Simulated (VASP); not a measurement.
# Ga (P6_3/mmc) in VASP: a series of runs

Runs on Ga. Level: PBEsol. Tasks: single point.

All numbers are computed with VASP 6.6.1; they aren't measurements. Logs are shortened: lines on timing, memory, paths and dates and some standing lists are left out, and cuts for length are marked.

## Step 1: The cell of the first run

It takes space group P6_3/mmc (No. 194, hexagonal). The conventional cell has a = 3.003 Å, b = 3.003 Å, c = 4.865 Å, α = 90.00°, β = 90.00°, γ = 120.00°. Within 3.9 Å of Ga (site symmetry -6m2) lie 12 Ga at 2.99 to 3.00 Å.

## Step 2: Single point, PBEsol

Input file INCAR:

```
SYSTEM = Ga
ALGO = Normal ; EDIFF = 1E-7
ENCUT = 520 ; GGA = PS
ISIF = 2 ; ISMEAR = -1
LASPH = .True. ; LCHARG = .False.
LREAL = .False. ; LWAVE = .False.
NBANDS = 20 ; NELM = 60
PREC = Accurate ; SIGMA = 0.05
```

Input file KPOINTS:

```
k-points
0
Gamma
  11 11 6
  0 0 0
```

Input file POSCAR:

```
Ga
1.0
    3.0031658500      0.0000000000      0.0000000000
   -1.5015829250      2.6008179178      0.0000000000
    0.0000000000      0.0000000000      4.8651286769
Ga
2
Direct
    0.3333333333      0.6666666667      0.2500000000
    0.6666666667      0.3333333333      0.7500000000
```

Potentials or basis: VASP PAW PBE potentials, release 64 (Ga_d).

Started as:

```bash
> cat potpaw_PBE.64/Ga_d/POTCAR > POTCAR
> mpirun -np 1 vasp_std > vasp.out
```

OUTCAR:

```text
SYSTEM = Ga
   EDIFF = 1E-7
   ENCUT = 520
   GGA = PS
   ISIF = 2
   ISMEAR = -1
   LASPH = .True.
   LREAL = .False.
   NELM = 60
   PREC = Accurate

 ion  position               nearest neighbor table
   1  0.333  0.667  0.250-
   2  0.667  0.333  0.750-

  LATTYP: Found a hexagonal cell.
 ALAT       =     3.0031658500
 C/A-ratio  =     1.6200000000

  Lattice vectors:

 A1 = (   3.0031658500,   0.0000000000,   0.0000000000)
 A2 = (  -1.5015829250,   2.6008179178,   0.0000000000)
 A3 = (   0.0000000000,   0.0000000000,   4.8651286769)

Analysis of symmetry for initial positions (statically):
=====================================================================
 Subroutine PRICEL returns:
 Original cell was already a primitive cell.

 Routine SETGRP: Setting up the symmetry group for a
 hexagonal supercell.

 Subroutine GETGRP returns: Found 24 space group operations
 (whereof 12 operations were pure point group operations)
 out of a pool of 24 trial point group operations.

The static configuration has the point symmetry D_3d.
 The point group associated with its full space group is D_6h.

Analysis of symmetry for dynamics (positions and initial velocities):
=====================================================================
 Subroutine PRICEL returns:
 Original cell was already a primitive cell.

 Routine SETGRP: Setting up the symmetry group for a
 hexagonal supercell.

 Subroutine GETGRP returns: Found 24 space group operations
 (whereof 12 operations were pure point group operations)
 out of a pool of 24 trial point group operations.

The dynamic configuration has the point symmetry D_3d.
 The point group associated with its full space group is D_6h.

 Subroutine INISYM returns: Found 24 space group operations
 (whereof 12 operations are pure point group operations),
 and found     1 'primitive' translations

----------------------------------------------------------------------------------------

                                     Primitive cell

  volume of cell :      38.0000

  direct lattice vectors                    reciprocal lattice vectors
     3.003165850  0.000000000  0.000000000     0.332981943  0.192247214  0.000000000
    -1.501582925  2.600817918  0.000000000     0.000000000  0.384494429  0.000000000
     0.000000000  0.000000000  4.865128677     0.000000000  0.000000000  0.205544409

  length of vectors
     3.003165850  3.003165850  4.865128677     0.384494429  0.384494429  0.205544409

[... 71 lines left out ...]
   PREC   = accura    normal or accurate (medium, high low for compatibility)
   ISTART =      0    job   : 0-new  1-cont  2-samecut
   ICHARG =      2    charge: 1-file 2-atom 10-const
   ISPIN  =      1    spin polarized calculation?
   LNONCOLLINEAR =      F non collinear calculations
   LSORBIT =      F    spin-orbit coupling
   LASPH  =      T    aspherical Exc in radial PAW
   ENCUT  =  520.0 eV  38.22 Ry    6.18 a.u.   5.58  5.58  9.05*2*pi/ulx,y,z
   NELM   =     60;   NELMIN=  2; NELMDL= -5     # of ELM steps
   EDIFF  = 0.1E-06   stopping-criterion for ELM
   LREAL  =      F    real-space projection
   EDIFFG = 0.1E-05   stopping-criterion for IOM
   NSW    =      0    number of steps for IOM
   IBRION =     -1    ionic relax: 0-MD 1-quasi-New 2-CG
   NFREE  =      0    steps in history (QN), initial steepest desc. (CG)
   ISIF   =      2    stress and relaxation
   ISYM   =      2    0-nonsym 1-usesym 2-fastsym
   POTIM  = 0.5000    time-step for ionic-motion
   TEBEG  =    0.0;   TEEND  =   0.0 temperature during run
   PSTRESS=    0.0 pullay stress
   NELECT =      26.0000    total number of electrons
   NUPDOWN=      -1.0000    fix difference up-down
   EMIN   =  10.00;   EMAX   =-10.00  energy-range for DOS
   EFERMI =   0.00;   METHOD = LEGACY
   ISMEAR =    -1;   SIGMA  =   0.05  broadening in eV -4-tet -1-fermi 0-gaus
   EFERMI_NEDOS =   21; number of points for ismear=-14 and -15
   IALGO  =     38    algorithm
   IMIX   =      4    mixing-type and parameters
     AMIX     =   0.40;   BMIX     =  1.00
     AMIX_MAG =   1.60;   BMIX_MAG =  1.00
  volume/ion in A,a.u.               =      19.00       128.22
  Fermi-wavevector in a.u.,A,eV,Ry     =   1.442574  2.726069 28.313990  2.081020
  Thomas-Fermi vector in A             =   2.561079
   LORBIT       =      0    0 simple, 1 ext, 2 COOP (PROOUT), +10 PAW based schemes
   GGA     = PS    functional components
   LHFCALC =     F    Hartree Fock is set to
   AEXX    =    0.0000 exact exchange contribution
   IVDW    =     0    specifies the selected vdW correction
   LEPSILON=     F    determine dielectric tensor
   LRPA    =     F    only Hartree local field effects (RPA)
 non-spin polarized calculation
  energy-cutoff  :      520.00
  volume of cell :       38.00
 maximum number of plane-waves:      1044
 NGX is ok and might be reduce to    24
   NGX = 11   NGY = 11   NGZ = 19

 number of electron      26.0000026 magnetization

 Free energy of the ion-electron system (eV)
  ---------------------------------------------------
  ext. energy  EPLUGINS =         0.00000000
  ---------------------------------------------------
  free energy    TOTEN  =        -6.63726162 eV

  energy without entropy =       -6.63046247  energy(sigma->0) =       -6.63386205

 E-fermi :   5.3401     XC(G=0): -11.1174

 val. band max:        5.2744426314   @ k =   0.3636   0.0000   0.5000
 cond. band min:       5.3908716031   @ k =   0.3636   0.0909   0.3333
 fundamental gap:      0.1164289717
 Fermi energy:         5.3401303230

 k-point     1 :       0.0000    0.0000    0.0000
  band No.  band energies     occupation
      1      -9.5617      2.00000
      2      -9.4830      2.00000
      3      -9.4698      2.00000
      4      -9.4698      2.00000
      5      -9.4473      2.00000
      6      -9.4473      2.00000
[... 541 lines left out ...]
     19      17.3061      0.00000
     20      18.5442      0.00000

 [... further k-points ...]
[... 5 lines left out ...]
  --------------------------------------------------------------------------------------
  -------------------------------------------------------------------------------------
  Total       -0.7027295     -0.7027295     -0.8572653      0.0000000      0.0000000      0.0000000
  in kB      -29.6288773    -29.6288773    -36.1444998      0.0000000      0.0000000      0.0000000
  external PRESSURE =     -31.8007515 kB  Pullay stress =       0.0000000 kB

 VOLUME and BASIS-vectors are now :
 -----------------------------------------------------------------------------
  energy-cutoff  :      520.00
  volume of cell :       38.00
      direct lattice vectors                 reciprocal lattice vectors
     3.003165850  0.000000000  0.000000000     0.332981943  0.192247214  0.000000000
    -1.501582925  2.600817918  0.000000000     0.000000000  0.384494429  0.000000000
     0.000000000  0.000000000  4.865128677     0.000000000  0.000000000  0.205544409

 POSITION                                       TOTAL-FORCE (eV/Angst)
 -----------------------------------------------------------------------------------
     -0.00000      1.73388      1.21628        -0.000000      0.000000      0.000000
      1.50158      0.86694      3.64885         0.000000     -0.000000      0.000000
 -----------------------------------------------------------------------------------
    total drift:                                0.000000     -0.000000      0.000000

  FREE ENERGIE OF THE ION-ELECTRON SYSTEM (eV)
  ---------------------------------------------------
  free  energy   TOTEN  =        -6.6372616224 eV

  energy  without entropy=       -6.6304624717  energy(sigma->0) =       -6.63386205
```

Run time: 23 s. Hardware: 1 thread of AMD EPYC 9R45 (Zen 5), shared host; peak memory 0.14 GiB.

Results:

```yaml
Free_energy: -6.6373 eV
Pressure: -3.2 GPa
Band_gap_on_the_k_mesh: zero (band 13 reaches 9.62 eV, above the bottom of band 14 at 2.37 eV)
```

Caveat: the PAW data sets were made with another functional, which shifts forces and pressure a little.

## Step 3: Single point, PBEsol

Input file INCAR:

```
PREC = Accurate
ENCUT = 520
EDIFF = 1E-7
ISMEAR = -1
SIGMA = 0.05
LREAL = F
LASPH = T
NELM = 80
ALGO = Normal
ISIF = 2
LWAVE = F
LCHARG = T
GGA = PS
LELF = T
LVHAR = T
NBANDS = 20
```

Input file KPOINTS:

```
Automatic mesh
0
Gamma
  11 11 6
```

POSCAR is that of step 2.

Potentials or basis: VASP PAW PBE potentials, release 64 (Ga_d).

Started as:

```bash
> cat potpaw_PBE.64/Ga_d/POTCAR > POTCAR
> mpirun -np 1 vasp_std > vasp.out
```

Run time: 25 s. Hardware: 1 thread of AMD EPYC 9R45 (Zen 5), shared host; peak memory 0.14 GiB.

Results (log left out):

* Free energy: -6.6373 eV
* Pressure: -3.2 GPa
* Band gap on the k mesh: zero (band 13 reaches 9.62 eV, above the bottom of band 14 at 2.37 eV)

Stress tensor (GPa, compression positive):
```
-2.96  0.00  0.00
 0.00 -2.96  0.00
 0.00  0.00 -3.61
```

Levels at points of the mesh, in eV from the Fermi level:
```csv
k point,band 9,band 10,band 11,band 12,band 13,band 14,band 15,band 16,band 17,band 18
"(0.00, 0.00, 0.00)",-14.62,-14.62,-11.00,-4.86,-3.91,9.49,9.49,11.46,11.46,12.48
"(0.00, 0.00, 0.50)",-14.66,-14.66,-9.37,-9.37,3.72,3.72,10.68,10.68,10.68,10.68
```

Caveat: the PAW data sets were made with another functional, which shifts forces and pressure a little.
